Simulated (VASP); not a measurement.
# AgCl in VASP: notebook

The runs below take AgCl through single point, with LDA.

Program: VASP 6.6.1. These are calculated values, not measurements. Logs are shortened: lines on timing, memory, paths and dates and some standing lists are left out, and cuts for length are marked.

### Step 1. The cell of the first run

The structure is tetragonal, space group I4/mmm (No. 139). Conventional cell: a = 3.786 Å, b = 3.786 Å, c = 5.327 Å, α = 90.00°, β = 90.00°, γ = 90.00°. Within 3.5 Å of Ag (site symmetry 4/mmm) lie 6 Cl at 2.66 to 2.68 Å. Within 3.5 Å of Cl (site symmetry 4/mmm) lie 6 Ag at 2.66 to 2.68 Å.

### Step 2. Single point, LDA, non-collinear spin, zero start, spin-orbit coupling (z stretched by -0.5 %, x and y held)

INCAR reads:

```
SYSTEM = AgCl
ALGO = Normal
EDIFF = 1E-6
ENCUT = 520
GGA = CA
GGA_COMPAT = .False.
ISIF = 2
ISMEAR = 0
LASPH = .True.
LCHARG = .True.
LMAXMIX = 4
LORBIT = 11
LORBMOM = .True.
LREAL = .False.
LSORBIT = .True.
LVHAR = .True.
LWAVE = .False.
MAGMOM = 0 0 0 0 0 0
NBANDS = 30
NELM = 150
PREC = Accurate
SIGMA = 0.01
```

KPOINTS reads:

```
k-points
0
Gamma
  8 8 8
  0 0 0
```

POSCAR reads:

```
AgCl
1.0
    0.0000000000      2.6770631764      2.6636778605
    2.6770631764      0.0000000000      2.6636778605
    2.6770631764      2.6770631764      0.0000000000
Ag Cl
1 1
Direct
    0.0000000000      0.0000000000      0.0000000000
    0.5000000000      0.5000000000      0.5000000000
```

Potentials or basis: VASP PAW LDA potentials, release 64 (Ag, Cl).

Launch:

```
$ cat potpaw_LDA.64/Ag/POTCAR potpaw_LDA.64/Cl/POTCAR > POTCAR
$ mpirun -np 1 vasp_ncl > vasp.out
```

OUTCAR:

```text
SYSTEM = AgCl
   EDIFF = 1E-6
   ENCUT = 520
   GGA = CA
   ISIF = 2
   ISMEAR = 0
   LASPH = .True.
   LORBIT = 11
   LREAL = .False.
   LSORBIT = .True.
   NELM = 150
   PREC = Accurate

 ion  position               nearest neighbor table
   1  0.000  0.000  0.000-   2 2.66   2 2.66   2 2.68   2 2.68   2 2.68   2 2.68
   2  0.500  0.500  0.500-   1 2.66   1 2.66   1 2.68   1 2.68   1 2.68   1 2.68

  LATTYP: Found a body centered tetragonal cell.
 ALAT       =     3.7859390514
 C/A-ratio  =     1.4071424946

  Lattice vectors:

 A1 = (   0.0000000000,  -2.6770631764,  -2.6636778605)
 A2 = (   0.0000000000,   2.6770631764,  -2.6636778605)
 A3 = (   2.6770631764,   0.0000000000,   2.6636778605)

Analysis of symmetry for initial positions (statically):
=====================================================================
 Subroutine PRICEL returns:
 Original cell was already a primitive cell.

 Routine SETGRP: Setting up the symmetry group for a
 body centered tetragonal supercell.

 Subroutine GETGRP returns: Found 16 space group operations
 (whereof 16 operations were pure point group operations)
 out of a pool of 16 trial point group operations.

The static configuration has the point symmetry D_4h.

Analysis of symmetry for dynamics (positions and initial velocities):
=====================================================================
 Subroutine PRICEL returns:
 Original cell was already a primitive cell.

 Routine SETGRP: Setting up the symmetry group for a
 body centered tetragonal supercell.

 Subroutine GETGRP returns: Found 16 space group operations
 (whereof 16 operations were pure point group operations)
 out of a pool of 16 trial point group operations.

The dynamic configuration has the point symmetry D_4h.

Analysis of structural, dynamic, and magnetic symmetry:
=====================================================================
 Subroutine PRICEL returns:
 Original cell was already a primitive cell.

 Routine SETGRP: Setting up the symmetry group for a
 body centered tetragonal supercell.

 Subroutine GETGRP returns: Found 16 space group operations
 (whereof 16 operations were pure point group operations)
 out of a pool of 16 trial point group operations.

The overall configuration has the point symmetry D_4h.

 Subroutine INISYM returns: Found 16 space group operations
 (whereof 16 operations are pure point group operations),
 and found     1 'primitive' translations

----------------------------------------------------------------------------------------

                                     Primitive cell

  volume of cell :      38.1794

  direct lattice vectors                    reciprocal lattice vectors
     0.000000000  2.677063176  2.663677860    -0.186771834  0.186771834  0.187710386
     2.677063176  0.000000000  2.663677860     0.186771834 -0.186771834  0.187710386
     2.677063176  2.677063176  0.000000000     0.186771834  0.186771834 -0.187710386

  length of vectors
     3.776486064  3.776486064  3.785939051     0.324041086  0.324041086  0.324041086

  position of ions in fractional coordinates (direct lattice)
     0.000000000  0.000000000  0.000000000
     0.500000000  0.500000000  0.500000000

  ion indices of the primitive-cell ions
   primitive index   ion index
                 1           1
                 2           2

----------------------------------------------------------------------------------------

 KPOINTS: k-points

Automatic generation of k-mesh.
 Grid dimensions read from file:
 generate k-points for:    8    8    8

 Generating k-lattice:

  Cartesian coordinates                     Fractional coordinates (reciprocal lattice)
    -0.023346479  0.023346479  0.023463798     0.125000000 -0.000000000  0.000000000
     0.023346479 -0.023346479  0.023463798    -0.000000000  0.125000000  0.000000000
     0.023346479  0.023346479 -0.023463798     0.000000000  0.000000000  0.125000000

  Length of vectors
     0.040505136  0.040505136  0.040505136

  Shift w.r.t. Gamma in fractional coordinates (k-lattice)
     0.000000000  0.000000000  0.000000000

 Subroutine IBZKPT returns following result:
[... 94 lines left out ...]
  ext. energy  EPLUGINS =         0.00000000
  ---------------------------------------------------
  free energy    TOTEN  =        -6.81494415 eV

  energy without entropy =       -6.81494415  energy(sigma->0) =       -6.81494415

 E-fermi :   5.2487     XC(G=0): -11.0064

 val. band max:        5.1325158864   @ k =   0.5000   0.0000   0.0000
 cond. band min:       5.7460898951   @ k =   0.0000   0.0000   0.0000
 fundamental gap:      0.6135740088
 Fermi energy:         5.2487434923

 k-point     1 :       0.0000    0.0000    0.0000
  band No.  band energies     occupation
      1     -10.7616      1.00000
      2     -10.7616      1.00000
      3       1.7489      1.00000
      4       1.7489      1.00000
      5       1.7567      1.00000
      6       1.7567      1.00000
[... 781 lines left out ...]
     29      18.9064      0.00000
     30      18.9064      0.00000

 [... further k-points ...]

------------------------ aborting loop because EDIFF is reached ----------------------------------------

  FORCE on cell =-STRESS in cart. coord.  units (eV):
  Direction    XX          YY          ZZ          XY          YZ          ZX
  --------------------------------------------------------------------------------------
  -------------------------------------------------------------------------------------
  Total        0.0648423      0.0648423      0.1185223      0.0000000     -0.0000000      0.0000000
  in kB        2.7210734      2.7210734      4.9737235      0.0000000     -0.0000000      0.0000000
  external PRESSURE =       3.4719568 kB  Pullay stress =       0.0000000 kB

 VOLUME and BASIS-vectors are now :
 -----------------------------------------------------------------------------
  energy-cutoff  :      520.00
  volume of cell :       38.18
      direct lattice vectors                 reciprocal lattice vectors
     0.000000000  2.677063176  2.663677860    -0.186771834  0.186771834  0.187710386
     2.677063176  0.000000000  2.663677860     0.186771834 -0.186771834  0.187710386
     2.677063176  2.677063176  0.000000000     0.186771834  0.186771834 -0.187710386

 POSITION                                       TOTAL-FORCE (eV/Angst)
 -----------------------------------------------------------------------------------
      0.00000      0.00000      0.00000         0.000000     -0.000000      0.000000
      2.67706      2.67706      2.66368         0.000000      0.000000      0.000000
 -----------------------------------------------------------------------------------
    total drift:                                0.000000      0.000000      0.000000

  FREE ENERGIE OF THE ION-ELECTRON SYSTEM (eV)
  ---------------------------------------------------
  free  energy   TOTEN  =        -6.8149441546 eV

  energy  without entropy=       -6.8149441546  energy(sigma->0) =       -6.81494415

 orbital moment (x)

 # of ion     p       d       tot
 ----------------------------------------
  1        -0.000   0.000   0.000
  2        -0.000   0.000  -0.000
 ----------------------------------------
           -0.000   0.000   0.000

 orbital moment (y)

 # of ion     p       d       tot
 ----------------------------------------
  1        -0.000  -0.000  -0.000
  2        -0.000   0.000  -0.000
 ----------------------------------------
           -0.000  -0.000  -0.000

 orbital moment (z)

 # of ion     p       d       tot
 ----------------------------------------
  1         0.000  -0.000  -0.000
  2         0.000   0.000   0.000
 ----------------------------------------
            0.000  -0.000  -0.000

 Spin-Orbit-Coupling matrix elements

 Ion:    1  E_soc:     -0.0411310
 l=   1
     0.0000000    -0.0011440    -0.0011290
    -0.0011440     0.0000000    -0.0011440
    -0.0011290    -0.0011440     0.0000000
 l=   2
     0.0000000    -0.0011721     0.0000000    -0.0011721    -0.0045434
    -0.0011721     0.0000000    -0.0034090    -0.0011719    -0.0011355
     0.0000000    -0.0034090     0.0000000    -0.0034090     0.0000000
    -0.0011721    -0.0011719    -0.0034090     0.0000000    -0.0011355
    -0.0045434    -0.0011355     0.0000000    -0.0011355     0.0000000
 l=   3
     0.0000000     0.0000000     0.0000000     0.0000000     0.0000000     0.0000000     0.0000000
     0.0000000     0.0000000     0.0000000     0.0000000     0.0000000     0.0000000     0.0000000
     0.0000000     0.0000000     0.0000000     0.0000000     0.0000000     0.0000000     0.0000000
     0.0000000     0.0000000     0.0000000     0.0000000     0.0000000     0.0000000     0.0000000
     0.0000000     0.0000000     0.0000000     0.0000000     0.0000000     0.0000000     0.0000000
     0.0000000     0.0000000     0.0000000     0.0000000     0.0000000     0.0000000     0.0000000
     0.0000000     0.0000000     0.0000000     0.0000000     0.0000000     0.0000000     0.0000000

 Ion:    2  E_soc:     -0.0036330
 l=   1
     0.0000000    -0.0006055    -0.0006054
    -0.0006055     0.0000000    -0.0006055
    -0.0006054    -0.0006055     0.0000000
 l=   2
     0.0000000     0.0000000     0.0000000     0.0000000     0.0000000
     0.0000000     0.0000000     0.0000000     0.0000000     0.0000000
     0.0000000     0.0000000     0.0000000     0.0000000     0.0000000
     0.0000000     0.0000000     0.0000000     0.0000000     0.0000000
     0.0000000     0.0000000     0.0000000     0.0000000     0.0000000
 l=   3
     0.0000000     0.0000000     0.0000000     0.0000000     0.0000000     0.0000000     0.0000000
     0.0000000     0.0000000     0.0000000     0.0000000     0.0000000     0.0000000     0.0000000
     0.0000000     0.0000000     0.0000000     0.0000000     0.0000000     0.0000000     0.0000000
     0.0000000     0.0000000     0.0000000     0.0000000     0.0000000     0.0000000     0.0000000
     0.0000000     0.0000000     0.0000000     0.0000000     0.0000000     0.0000000     0.0000000
     0.0000000     0.0000000     0.0000000     0.0000000     0.0000000     0.0000000     0.0000000
     0.0000000     0.0000000     0.0000000     0.0000000     0.0000000     0.0000000     0.0000000

 total charge

# of ion       s       p       d       tot
------------------------------------------
    1        0.243   0.190   9.352   9.785
    2        1.601   3.452   0.000   5.053
--------------------------------------------------
tot          1.844   3.642   9.352  14.838

 magnetization (x)

# of ion       s       p       d       tot
------------------------------------------
    1        0.000  -0.000   0.000  -0.000
    2        0.000  -0.000   0.000  -0.000
--------------------------------------------------
tot          0.000  -0.000   0.000  -0.000

 magnetization (y)

# of ion       s       p       d       tot
------------------------------------------
    1        0.000   0.000   0.000   0.000
    2        0.000   0.000   0.000   0.000
--------------------------------------------------
tot          0.000   0.000   0.000   0.000

 magnetization (z)

# of ion       s       p       d       tot
------------------------------------------
    1        0.000   0.000   0.000   0.000
    2        0.000  -0.000   0.000  -0.000
--------------------------------------------------
tot          0.000   0.000   0.000   0.000
```

It took 3 min on 1 thread of Intel Xeon 8259CL, shared host; peak memory 0.26 GiB.

Results:

```
Free energy                                           : -6.8149 eV
Pressure                                              : 0.3 GPa
Net moment                                            : 0.00 μB per cell
Valence electrons inside the program's atomic spheres : Ag 9.79; Cl 5.05
```

Moments on the atoms (μB; x, y, z):
```
Ag  0.00 0.00 0.00
Cl  0.00 0.00 0.00
```

Caveat: the cell differs from its parent crystal (z stretched by -0.5 %, x and y held).

### Step 3. Single point, LDA, non-collinear spin, zero start, spin-orbit coupling (z stretched by +0.5 %, x and y held)

Changes to INCAR since step 2:

```diff
@@ -4,3 +4,2 @@
 ENCUT = 520
-GGA = CA
 GGA_COMPAT = .False.
@@ -9,3 +8,3 @@
 LASPH = .True.
-LCHARG = .True.
+LCHARG = .False.
 LMAXMIX = 4
@@ -15,3 +14,2 @@
 LSORBIT = .True.
-LVHAR = .True.
 LWAVE = .False.
```

KPOINTS is that of step 2.

POSCAR reads:

```
AgCl
1.0
    0.0000000000      2.6770631764      2.6904484922
    2.6770631764      0.0000000000      2.6904484922
    2.6770631764      2.6770631764      0.0000000000
Ag Cl
1 1
Direct
    0.0000000000      0.0000000000      0.0000000000
    0.5000000000      0.5000000000      0.5000000000
```

Potentials or basis: VASP PAW LDA potentials, release 64 (Ag, Cl).

Launch:

```
$ cat potpaw_LDA.64/Ag/POTCAR potpaw_LDA.64/Cl/POTCAR > POTCAR
$ mpirun -np 1 vasp_ncl > vasp.out
```

It took 3.4 min on 1 thread of Intel Xeon 8259CL, shared host; peak memory 0.27 GiB.

Results (log left out):

```yaml
Free_energy: -6.8151 eV
Pressure: -0.4 GPa
Net_moment: 0.00 μB per cell
Valence_electrons_inside_the_program's_atomic_spheres: Ag 9.78; Cl 5.05
```

Stress tensor (GPa, compression positive):
```
-0.28  0.00  0.00
 0.00 -0.28  0.00
 0.00  0.00 -0.49
```

Moments on the atoms (μB; x, y, z):
```
Ag  0.00 0.00 0.00
Cl  0.00 0.00 0.00
```

Caveat: the cell differs from its parent crystal (z stretched by +0.5 %, x and y held).

(Continued in part 2 of 2.)
